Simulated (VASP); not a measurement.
# ZnS (F-43m) in VASP: further runs, part 2 of 2

VASP 6.6.1. Earlier steps stand in the parts before.

## 4. Single point, PBEsol

This run uses another cell than the first one, of 17.99 Å³/atom.

File INCAR:

```
SYSTEM = ZnS
PREC = Accurate
ENCUT = 520
EDIFF = 1E-6
ISMEAR = 0
SIGMA = 0.01
LREAL = .False.
LASPH = .True.
NELM = 100
ALGO = Normal
ISIF = 2
LWAVE = .False.
LCHARG = .False.
GGA = PS
NBANDS = 16
```

File KPOINTS:

```
Automatic mesh
0
Gamma
  10 10 10
  0 0 0
```

File POSCAR:

```
ZnS
1.0
    0.0000000000      2.6202631781      2.6202631781
    2.6202631781      0.0000000000      2.6202631781
    2.6202631781      2.6202631781      0.0000000000
Zn S
1 1
Direct
    0.0000000000      0.0000000000      0.0000000000
    0.7500000000      0.7500000000      0.7500000000
```

Potentials or basis: VASP PAW PBE potentials, release 64 (Zn, S).

Run with:

```console
$ cat potpaw_PBE.64/Zn/POTCAR potpaw_PBE.64/S/POTCAR > POTCAR
$ mpirun -np 1 vasp_std > vasp.out
```

OUTCAR:

```text
SYSTEM = ZnS
   PREC = Accurate
   ENCUT = 520
   EDIFF = 1E-6
   ISMEAR = 0
   LREAL = .False.
   LASPH = .True.
   NELM = 100
   ISIF = 2
   GGA = PS

 ion  position               nearest neighbor table
   1  0.000  0.000  0.000-   2 2.27   2 2.27   2 2.27   2 2.27
   2  0.750  0.750  0.750-   1 2.27   1 2.27   1 2.27   1 2.27

  LATTYP: Found a face centered cubic cell.
 ALAT       =     5.2405263562

  Lattice vectors:

 A1 = (   0.0000000000,   2.6202631781,   2.6202631781)
 A2 = (   2.6202631781,   0.0000000000,   2.6202631781)
 A3 = (   2.6202631781,   2.6202631781,   0.0000000000)

Analysis of symmetry for initial positions (statically):
=====================================================================
 Subroutine PRICEL returns:
 Original cell was already a primitive cell.

 Routine SETGRP: Setting up the symmetry group for a
 face centered cubic supercell.

 Subroutine GETGRP returns: Found 24 space group operations
 (whereof 24 operations were pure point group operations)
 out of a pool of 48 trial point group operations.

The static configuration has the point symmetry T_d .

Analysis of symmetry for dynamics (positions and initial velocities):
=====================================================================
 Subroutine PRICEL returns:
 Original cell was already a primitive cell.

 Routine SETGRP: Setting up the symmetry group for a
 face centered cubic supercell.

 Subroutine GETGRP returns: Found 24 space group operations
 (whereof 24 operations were pure point group operations)
 out of a pool of 48 trial point group operations.

The dynamic configuration has the point symmetry T_d .

 Subroutine INISYM returns: Found 24 space group operations
 (whereof 24 operations are pure point group operations),
 and found     1 'primitive' translations

----------------------------------------------------------------------------------------

                                     Primitive cell

  volume of cell :      35.9803
[... 108 lines left out ...]
     AMIX     =   0.40;   BMIX     =  1.00
     AMIX_MAG =   1.60;   BMIX_MAG =  1.00
  volume/ion in A,a.u.               =      17.99       121.40
  Fermi-wavevector in a.u.,A,eV,Ry     =   1.299603  2.455894 22.979809  1.688968
  Thomas-Fermi vector in A             =   2.430856
   LORBIT       =      0    0 simple, 1 ext, 2 COOP (PROOUT), +10 PAW based schemes
   GGA     = PS    functional components
   LHFCALC =     F    Hartree Fock is set to
   AEXX    =    0.0000 exact exchange contribution
   IVDW    =     0    specifies the selected vdW correction
   LEPSILON=     F    determine dielectric tensor
   LRPA    =     F    only Hartree local field effects (RPA)
 non-spin polarized calculation
 Gauss-broadening in eV      SIGMA  =   0.01
  energy-cutoff  :      520.00
  volume of cell :       35.98
 maximum number of plane-waves:       982
   NGX = 13   NGY = 13   NGZ = 13

 number of electron      17.9999992 magnetization

 Free energy of the ion-electron system (eV)
  ---------------------------------------------------
  ext. energy  EPLUGINS =         0.00000000
  ---------------------------------------------------
  free energy    TOTEN  =        -7.54191180 eV

  energy without entropy =       -7.54191180  energy(sigma->0) =       -7.54191180

 E-fermi :   3.0217     XC(G=0): -10.2889

 val. band max:        2.9228211499   @ k =   0.0000   0.0000   0.0000
 cond. band min:       5.3081909202   @ k =   0.0000   0.0000   0.0000
 fundamental gap:      2.3853697703
 Fermi energy:         3.0217179651

 k-point     1 :       0.0000    0.0000    0.0000
  band No.  band energies     occupation
      1     -10.9251      2.00000
      2      -3.8719      2.00000
      3      -3.8719      2.00000
      4      -3.8719      2.00000
      5      -3.2578      2.00000
      6      -3.2578      2.00000
[... 433 lines left out ...]
      3      -3.5743      2.00000
      4      -3.5679      2.00000
      5      -3.2450      2.00000
      6      -3.1845      2.00000
[... 8 lines left out ...]
     15      16.4679      0.00000
     16      19.3209      0.00000

 [... further k-points ...]

------------------------ aborting loop because EDIFF is reached ----------------------------------------

  FORCE on cell =-STRESS in cart. coord.  units (eV):
  Direction    XX          YY          ZZ          XY          YZ          ZX
  --------------------------------------------------------------------------------------
  -------------------------------------------------------------------------------------
  Total        1.3952893      1.3952893      1.3952893      0.0000000      0.0000000      0.0000000
  in kB       62.1312505     62.1312505     62.1312505      0.0000000      0.0000000      0.0000000
  external PRESSURE =      62.1312505 kB  Pullay stress =       0.0000000 kB

 VOLUME and BASIS-vectors are now :
 -----------------------------------------------------------------------------
  energy-cutoff  :      520.00
  volume of cell :       35.98
      direct lattice vectors                 reciprocal lattice vectors
     0.000000000  2.620263178  2.620263178    -0.190820527  0.190820527  0.190820527
     2.620263178  0.000000000  2.620263178     0.190820527 -0.190820527  0.190820527
     2.620263178  2.620263178  0.000000000     0.190820527  0.190820527 -0.190820527

 POSITION                                       TOTAL-FORCE (eV/Angst)
 -----------------------------------------------------------------------------------
      0.00000      0.00000      0.00000        -0.000000     -0.000000      0.000000
      3.93039      3.93039      3.93039         0.000000      0.000000     -0.000000
 -----------------------------------------------------------------------------------
    total drift:                               -0.000002     -0.000002     -0.000002

  FREE ENERGIE OF THE ION-ELECTRON SYSTEM (eV)
  ---------------------------------------------------
  free  energy   TOTEN  =        -7.5419117994 eV

  energy  without entropy=       -7.5419117994  energy(sigma->0) =       -7.54191180
```

Wall time 25 s (1 thread of Intel Xeon 8259CL, shared host); peak memory 0.17 GiB.

What came out:

* Free energy: -7.5419 eV
* Pressure: 6.2 GPa
* Band gap on the k mesh: 2.39 eV

Levels at points of the mesh, in eV from the valence-band top:
```
           k point  band 7  band 8  band 9  band 10  band 11  band 12
(0.00, 0.00, 0.00)    0.00    0.00    0.00     2.39     6.22     6.22
(0.50, 0.00, 0.00)   -5.89   -1.02   -1.02     3.36     6.76     6.76
(0.50, 0.50, 0.00)   -4.98   -2.61   -2.61     3.02     3.92    11.52
```

Caveat: the cell stands under pressure; the PAW data sets were made with another functional, which shifts forces and pressure a little.

## 5. The runs side by side

| cell | k mesh | smearing | gap on the mesh (eV) | pressure (GPa) |
| --- | --- | --- | --- | --- |
| a = 3.788 Å, angles 60.0°, 2 atoms, atomic positions A | 10 × 10 × 10 | gaussian 0.05 eV | 2.09 | 0.2 |
| a = 5.357 Å, 8 atoms, atomic positions B | 6 × 6 × 6 | gaussian 0.05 eV | 2.09 | 0.2 |
| a = 3.706 Å, angles 60.0°, 2 atoms, atomic positions A | 10 × 10 × 10 | gaussian 0.01 eV | 2.39 | 6.2 |

Alike in all rows: task single point; level PBEsol; potentials or basis VASP PAW PBE potentials, release 64 (Zn, S); no spin polarisation; cutoff (eV) 520.

Caveats: the PAW data sets were made with another functional, which shifts forces and pressure a little; the cell stands under pressure (at least some runs).

Total energies depend on the potentials used, so only differences within one code and one set of settings carry meaning.

## 6. How close it comes

Step 2. Against the measured gap of ZnS, 3.85 eV (direct; 19 K; quoted in “Electronic, vibrational, and thermodynamic properties of ZnS (zincblende and rocksalt structure)”, 2009, arxiv:0911.5022), the calculated 2.09 eV is off by -1.76 eV. The value is that of PBEsol, without temperature or zero-point motion. Semilocal functionals fall short of measured gaps as a rule.
